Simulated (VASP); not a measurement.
# Pb (P6_3/mmc) in VASP: a series of runs

Aim: see how the results for Pb move with the level of theory and the settings. Levels: PBE, B3LYP, PBE0. Tasks: single point.

Program: VASP 6.6.1. These are calculated values, not measurements. Logs are shortened: lines on timing, memory, paths and dates and some standing lists are left out, and cuts for length are marked.

### 1 The cell of the first run

Symmetry: P6_3/mmc, No. 194, hexagonal system. The conventional cell has a = 3.635 Å, b = 3.635 Å, c = 5.639 Å, α = 90.00°, β = 90.00°, γ = 120.00°. Pb (site symmetry -6m2) has 12 Pb at 3.51 to 3.63 Å within 4.6 Å.

This isn't the form of Pb at room conditions, which is fcc.

### 2 Single point, PBE, non-collinear spin, zero start, spin-orbit coupling

INCAR reads:

```
SYSTEM = Pb
ALGO = Normal
EDIFF = 1E-6
ENCUT = 520
GGA = PE
GGA_COMPAT = .False.
ISIF = 2
ISMEAR = -1
LASPH = .True.
LCHARG = .False.
LNONCOLLINEAR = .True.
LORBIT = 11
LORBMOM = .True.
LREAL = .False.
LSORBIT = .True.
LWAVE = .False.
MAGMOM = 0 0 0 0 0 0
NBANDS = 40
NELM = 150
PREC = Accurate
SIGMA = 0.05
```

KPOINTS reads:

```
k-points
0
Gamma
  7 7 4
  0 0 0
```

POSCAR reads:

```
Pb
1.0
    3.6348818961      0.0000000000      0.0000000000
   -1.8174409481      3.1479000618      0.0000000000
    0.0000000000      0.0000000000      5.6386151213
Pb
2
Direct
    0.6666666667      0.3333333333      0.7500000000
    0.3333333333      0.6666666667      0.2500000000
```

Potentials or basis: VASP PAW PBE potentials, release 64 (Pb_d).

Run with:

```console
> cat potpaw_PBE.64/Pb_d/POTCAR > POTCAR
> mpirun -np 1 vasp_ncl > vasp.out
```

OUTCAR:

```text
SYSTEM = Pb
   EDIFF = 1E-6
   ENCUT = 520
   GGA = PE
   ISIF = 2
   ISMEAR = -1
   LASPH = .True.
   LNONCOLLINEAR = .True.
   LORBIT = 11
   LREAL = .False.
   LSORBIT = .True.
   NELM = 150
   PREC = Accurate

 ion  position               nearest neighbor table
   1  0.667  0.333  0.750-   2 3.51   2 3.51   2 3.51   2 3.51   2 3.51   2 3.51
   2  0.333  0.667  0.250-   1 3.51   1 3.51   1 3.51   1 3.51   1 3.51   1 3.51

  LATTYP: Found a hexagonal cell.
 ALAT       =     3.6348818961
 C/A-ratio  =     1.5512512600

  Lattice vectors:

 A1 = (   3.6348818961,   0.0000000000,   0.0000000000)
 A2 = (  -1.8174409481,   3.1479000618,   0.0000000000)
 A3 = (   0.0000000000,   0.0000000000,   5.6386151213)

Analysis of symmetry for initial positions (statically):
=====================================================================
 Subroutine PRICEL returns:
 Original cell was already a primitive cell.

 Routine SETGRP: Setting up the symmetry group for a
 hexagonal supercell.

 Subroutine GETGRP returns: Found 24 space group operations
 (whereof 12 operations were pure point group operations)
 out of a pool of 24 trial point group operations.

The static configuration has the point symmetry D_3d.
 The point group associated with its full space group is D_6h.

Analysis of symmetry for dynamics (positions and initial velocities):
=====================================================================
 Subroutine PRICEL returns:
 Original cell was already a primitive cell.

 Routine SETGRP: Setting up the symmetry group for a
 hexagonal supercell.

 Subroutine GETGRP returns: Found 24 space group operations
 (whereof 12 operations were pure point group operations)
 out of a pool of 24 trial point group operations.

The dynamic configuration has the point symmetry D_3d.
 The point group associated with its full space group is D_6h.

Analysis of structural, dynamic, and magnetic symmetry:
=====================================================================
 Subroutine PRICEL returns:
 Original cell was already a primitive cell.

 Routine SETGRP: Setting up the symmetry group for a
 hexagonal supercell.

 Subroutine GETGRP returns: Found 24 space group operations
 (whereof 12 operations were pure point group operations)
 out of a pool of 24 trial point group operations.

The overall configuration has the point symmetry D_3d.
 The point group associated with its full space group is D_6h.

 Subroutine INISYM returns: Found 24 space group operations
 (whereof 12 operations are pure point group operations),
 and found     1 'primitive' translations

----------------------------------------------------------------------------------------

                                     Primitive cell

  volume of cell :      64.5184

  direct lattice vectors                    reciprocal lattice vectors
     3.634881896  0.000000000  0.000000000     0.275112102  0.158836046  0.000000000
    -1.817440948  3.147900062  0.000000000     0.000000000  0.317672093  0.000000000
     0.000000000  0.000000000  5.638615121     0.000000000  0.000000000  0.177348512

  length of vectors
     3.634881896  3.634881896  5.638615121     0.317672093  0.317672093  0.177348512

  position of ions in fractional coordinates (direct lattice)
     0.666666667  0.333333333  0.750000000
     0.333333333  0.666666667  0.250000000

  ion indices of the primitive-cell ions
   primitive index   ion index
                 1           1
                 2           2

----------------------------------------------------------------------------------------

 KPOINTS: k-points

Automatic generation of k-mesh.
 Grid dimensions read from file:
 generate k-points for:    7    7    4

 Generating k-lattice:

  Cartesian coordinates                     Fractional coordinates (reciprocal lattice)
     0.039301729  0.022690864  0.000000000     0.142857143  0.000000000  0.000000000
     0.000000000  0.045381728  0.000000000     0.000000000  0.142857143  0.000000000
     0.000000000  0.000000000  0.044337128     0.000000000  0.000000000  0.250000000

  Length of vectors
     0.045381728  0.045381728  0.044337128

  Shift w.r.t. Gamma in fractional coordinates (k-lattice)
     0.000000000  0.000000000  0.000000000

 Subroutine IBZKPT returns following result:
 ===========================================

 Found     24 irreducible k-points:

 Following reciprocal coordinates:
            Coordinates               Weight
  0.000000  0.000000  0.000000      1.000000
  0.142857  0.000000  0.000000      6.000000
  0.285714  0.000000  0.000000      6.000000
  0.428571  0.000000  0.000000      6.000000
  0.142857  0.142857  0.000000      6.000000
  0.285714  0.142857  0.000000     12.000000
[... 16 lines left out ...]
  0.428571  0.142857  0.500000      6.000000
  0.285714  0.285714  0.500000      6.000000
[... 29 lines left out ...]
   NELECT =      28.0000    total number of electrons
   NUPDOWN=      -1.0000    fix difference up-down
   EMIN   =  10.00;   EMAX   =-10.00  energy-range for DOS
   EFERMI =   0.00;   METHOD = LEGACY
   ISMEAR =    -1;   SIGMA  =   0.05  broadening in eV -4-tet -1-fermi 0-gaus
   EFERMI_NEDOS =   21; number of points for ismear=-14 and -15
   IALGO  =     38    algorithm
   IMIX   =      4    mixing-type and parameters
     AMIX     =   0.40;   BMIX     =  1.00
     AMIX_MAG =   1.60;   BMIX_MAG =  1.00
  volume/ion in A,a.u.               =      32.26       217.70
  Fermi-wavevector in a.u.,A,eV,Ry     =   1.239461  2.342242 20.902142  1.536264
  Thomas-Fermi vector in A             =   2.373943
   LORBIT       =     11    0 simple, 1 ext, 2 COOP (PROOUT), +10 PAW based schemes
   GGA     = PE    functional components
   LHFCALC =     F    Hartree Fock is set to
   AEXX    =    0.0000 exact exchange contribution
   IVDW    =     0    specifies the selected vdW correction
   LEPSILON=     F    determine dielectric tensor
   LRPA    =     F    only Hartree local field effects (RPA)
  energy-cutoff  :      520.00
  volume of cell :       64.52
 maximum number of plane-waves:      3500
 NGX is ok and might be reduce to    28
   NGX = 13   NGY = 13   NGZ = 21

 number of electron      28.0000009 magnetization      -0.0000000     -0.0000000     -0.0000000

 number of electron      28.0000009 magnetization      -0.0000000     -0.0000000      0.0000000

 number of electron      28.0000009 magnetization       0.0000000      0.0000000     -0.0000000

 number of electron      28.0000009 magnetization       0.0000000      0.0000000      0.0000000

 Free energy of the ion-electron system (eV)
  ---------------------------------------------------
  ext. energy  EPLUGINS =         0.00000000
  ---------------------------------------------------
  free energy    TOTEN  =        -8.19413939 eV

  energy without entropy =       -8.18232569  energy(sigma->0) =       -8.18823254

 E-fermi :   6.6115     XC(G=0):  -9.8664

 val. band max:        6.5805103785   @ k =   0.4286   0.1429   0.0000
 cond. band min:       6.6791214249   @ k =   0.2857   0.2857   0.0000
 fundamental gap:      0.0986110464
 Fermi energy:         6.6115262753

 k-point     1 :       0.0000    0.0000    0.0000
  band No.  band energies     occupation
      1     -11.8333      1.00000
      2     -11.8333      1.00000
      3     -11.8265      1.00000
      4     -11.8265      1.00000
      5     -11.8118      1.00000
      6     -11.8118      1.00000
[... 1021 lines left out ...]
     39      15.6428      0.00000
     40      15.6428      0.00000

------------------------ aborting loop because EDIFF is reached ----------------------------------------

  FORCE on cell =-STRESS in cart. coord.  units (eV):
  Direction    XX          YY          ZZ          XY          YZ          ZX
  --------------------------------------------------------------------------------------
  -------------------------------------------------------------------------------------
  Total       -0.0257550     -0.0257550     -0.0000617      0.0000000     -0.0000000      0.0000000
  in kB       -0.6395701     -0.6395701     -0.0015321      0.0000000     -0.0000000      0.0000000
  external PRESSURE =      -0.4268908 kB  Pullay stress =       0.0000000 kB

 VOLUME and BASIS-vectors are now :
 -----------------------------------------------------------------------------
  energy-cutoff  :      520.00
  volume of cell :       64.52
      direct lattice vectors                 reciprocal lattice vectors
     3.634881896  0.000000000  0.000000000     0.275112102  0.158836046  0.000000000
    -1.817440948  3.147900062  0.000000000     0.000000000  0.317672093  0.000000000
     0.000000000  0.000000000  5.638615121     0.000000000  0.000000000  0.177348512

 POSITION                                       TOTAL-FORCE (eV/Angst)
 -----------------------------------------------------------------------------------
      1.81744      1.04930      4.22896        -0.000000      0.000000     -0.000000
     -0.00000      2.09860      1.40965         0.000000     -0.000000      0.000000
 -----------------------------------------------------------------------------------
    total drift:                                0.000000      0.000000      0.000000

  FREE ENERGIE OF THE ION-ELECTRON SYSTEM (eV)
  ---------------------------------------------------
  free  energy   TOTEN  =        -8.1941393926 eV

  energy  without entropy=       -8.1823256875  energy(sigma->0) =       -8.18823254

 orbital moment (x)

 # of ion     p       d       tot
 ----------------------------------------
  1         0.000  -0.000   0.000
  2         0.000  -0.000   0.000
 ----------------------------------------
            0.000  -0.000   0.000

 orbital moment (y)

 # of ion     p       d       tot
 ----------------------------------------
  1         0.000   0.000   0.000
  2        -0.000   0.000  -0.000
 ----------------------------------------
           -0.000   0.000  -0.000

 orbital moment (z)

 # of ion     p       d       tot
 ----------------------------------------
  1         0.000   0.000   0.000
  2         0.000  -0.000   0.000
 ----------------------------------------
            0.000  -0.000   0.000

 Spin-Orbit-Coupling matrix elements

 Ion:    1  E_soc:     -1.1647811
 l=   1
     0.0000000    -0.1267051    -0.1269649
    -0.1267051     0.0000000    -0.1267051
    -0.1269649    -0.1267051     0.0000000
 l=   2
     0.0000000    -0.0134455     0.0000000    -0.0134455    -0.0539833
    -0.0134455     0.0000000    -0.0404101    -0.0134301    -0.0134455
     0.0000000    -0.0404101     0.0000000    -0.0404101     0.0000000
    -0.0134455    -0.0134301    -0.0404101     0.0000000    -0.0134455
    -0.0539833    -0.0134455     0.0000000    -0.0134455     0.0000000
 l=   3
     0.0000000     0.0000000     0.0000000     0.0000000     0.0000000     0.0000000     0.0000000
     0.0000000     0.0000000     0.0000000     0.0000000     0.0000000     0.0000000     0.0000000
     0.0000000     0.0000000     0.0000000     0.0000000     0.0000000     0.0000000     0.0000000
     0.0000000     0.0000000     0.0000000     0.0000000     0.0000000     0.0000000     0.0000000
     0.0000000     0.0000000     0.0000000     0.0000000     0.0000000     0.0000000     0.0000000
     0.0000000     0.0000000     0.0000000     0.0000000     0.0000000     0.0000000     0.0000000
     0.0000000     0.0000000     0.0000000     0.0000000     0.0000000     0.0000000     0.0000000

 Ion:    2  E_soc:     -1.1647811
 l=   1
     0.0000000    -0.1267051    -0.1269649
    -0.1267051     0.0000000    -0.1267051
    -0.1269649    -0.1267051     0.0000000
 l=   2
     0.0000000    -0.0134455     0.0000000    -0.0134455    -0.0539833
    -0.0134455     0.0000000    -0.0404101    -0.0134301    -0.0134455
     0.0000000    -0.0404101     0.0000000    -0.0404101     0.0000000
    -0.0134455    -0.0134301    -0.0404101     0.0000000    -0.0134455
    -0.0539833    -0.0134455     0.0000000    -0.0134455     0.0000000
 l=   3
     0.0000000     0.0000000     0.0000000     0.0000000     0.0000000     0.0000000     0.0000000
     0.0000000     0.0000000     0.0000000     0.0000000     0.0000000     0.0000000     0.0000000
     0.0000000     0.0000000     0.0000000     0.0000000     0.0000000     0.0000000     0.0000000
     0.0000000     0.0000000     0.0000000     0.0000000     0.0000000     0.0000000     0.0000000
     0.0000000     0.0000000     0.0000000     0.0000000     0.0000000     0.0000000     0.0000000
     0.0000000     0.0000000     0.0000000     0.0000000     0.0000000     0.0000000     0.0000000
     0.0000000     0.0000000     0.0000000     0.0000000     0.0000000     0.0000000     0.0000000

 total charge

# of ion       s       p       d       tot
------------------------------------------
    1        1.399   0.737   9.808  11.944
    2        1.399   0.737   9.808  11.944
--------------------------------------------------
tot          2.799   1.473  19.615  23.887

 magnetization (x)

# of ion       s       p       d       tot
------------------------------------------
    1        0.000   0.000  -0.000   0.000
    2        0.000   0.000   0.000   0.000
--------------------------------------------------
tot          0.000   0.000  -0.000   0.000

 magnetization (y)

# of ion       s       p       d       tot
------------------------------------------
    1        0.000  -0.000   0.000  -0.000
    2        0.000  -0.000   0.000  -0.000
--------------------------------------------------
tot          0.000  -0.000   0.000  -0.000

 magnetization (z)

# of ion       s       p       d       tot
------------------------------------------
    1        0.000   0.000   0.000   0.000
    2        0.000   0.000   0.000   0.000
--------------------------------------------------
tot          0.000   0.000   0.000   0.000
```

Wall time 2.9 min (1 thread of Intel Xeon 8259CL, shared host); peak memory 0.34 GiB.

What came out:

```
Free energy                                           : -8.1941 eV
Pressure                                              : 0.0 GPa
Net moment                                            : 0.00 μB per cell
Valence electrons inside the program's atomic spheres : Pb 11.94
```

Moments on the atoms (μB; x, y, z):
```
Pb  0.00 0.00 0.00
Pb  0.00 0.00 0.00
```

### 3 Single point, B3LYP

This run uses another cell than the first one, of 33.81 Å³/atom.

POSCAR reads:

```
Pb
1.0
    3.6028218440      0.0000000000      0.0000000000
   -1.8014109220      3.1201352422      0.0000000000
    0.0000000000      0.0000000000      6.0146393254
Pb
2
Direct
    0.6666666667      0.3333333333      0.7500000000
    0.3333333333      0.6666666667      0.2500000000
```

INCAR.step1 reads:

```
SYSTEM = Pb
ALGO     = Normal         ! electronic algorithm
EDIFF    = 1E-5           ! SCF threshold, eV
ENCUT    = 520            ! plane-wave cutoff, eV
GGA      = PE             ! functional
ISIF     = 2              ! what is computed and relaxed
ISMEAR   = -1             ! smearing method
LASPH    = .TRUE.         ! aspherical terms in the spheres
LCHARG   = .FALSE.        ! write CHGCAR
LREAL    = .FALSE.        ! projectors in reciprocal space
LWAVE    = .TRUE.         ! write WAVECAR
NBANDS   = 21             ! bands
NELM     = 60             ! most SCF steps
PREC     = Accurate       ! precision mode
SIGMA    = 0.05           ! smearing width, eV
```

INCAR.step2 reads:

```
SYSTEM = Pb
AEXX     = 0.2            ! exact-exchange fraction
AGGAC    = 0.81         
AGGAX    = 0.72         
ALDAC    = 0.19         
ALGO     = Normal         ! electronic algorithm
EDIFF    = 1E-6           ! SCF threshold, eV
ENCUT    = 520            ! plane-wave cutoff, eV
GGA      = B3             ! functional
ISIF     = 2              ! what is computed and relaxed
ISMEAR   = -1             ! smearing method
ISTART   = 1            
LASPH    = .TRUE.         ! aspherical terms in the spheres
LCHARG   = .FALSE.        ! write CHGCAR
LHFCALC  = .TRUE.         ! exact exchange
LREAL    = .FALSE.        ! projectors in reciprocal space
LWAVE    = .FALSE.        ! write WAVECAR
NBANDS   = 21             ! bands
NELM     = 60             ! most SCF steps
PREC     = Accurate       ! precision mode
PRECFOCK = Normal       
SIGMA    = 0.05           ! smearing width, eV
```

KPOINTS reads:

```
k-points
0
G
  5 5 3
  0 0 0
```

Potentials or basis: VASP PAW PBE potentials, release 64 (Pb_d).

Run with:

```console
> cat potpaw_PBE.64/Pb_d/POTCAR > POTCAR
> cp INCAR.step1 INCAR
> mpirun -np 1 vasp_std > vasp.out
> cp INCAR.step2 INCAR
> mpirun -np 1 vasp_std > vasp.out
```

Run time: 41 min. Hardware: 1 thread of AMD EPYC 7R43 (Zen 3), shared host; peak memory 0.17 GiB.

It converged, with:

| Quantity | Value |
| --- | --- |
| Free energy | -7.4862 eV |
| Pressure | 0.0 GPa |
| Band gap on the k mesh | zero (bands 14 and 15 overlap by 6.77 eV) |

Levels at points of the mesh, in eV from the Fermi level:
| k point | band 10 | band 11 | band 12 | band 13 | band 14 | band 15 | band 16 | band 17 | band 18 | band 19 |
| --- | --- | --- | --- | --- | --- | --- | --- | --- | --- | --- |
| (0.00, 0.00, 0.00) | -18.26 | -12.03 | -8.87 | -3.99 | 6.28 | 6.28 | 7.47 | 7.83 | 7.83 | 9.83 |

Caveat: the k points lie up to 0.40 Å⁻¹ apart, too coarse for converged energies and pressures of a metal; the PAW data sets were made with another functional, which shifts forces and pressure a little; spin-orbit coupling is left out, which moves the levels of the heavy elements.

(Continued in part 2 of 2.)

The gap in the log of VASP goes by the Fermi energy; the results here count the filled bands.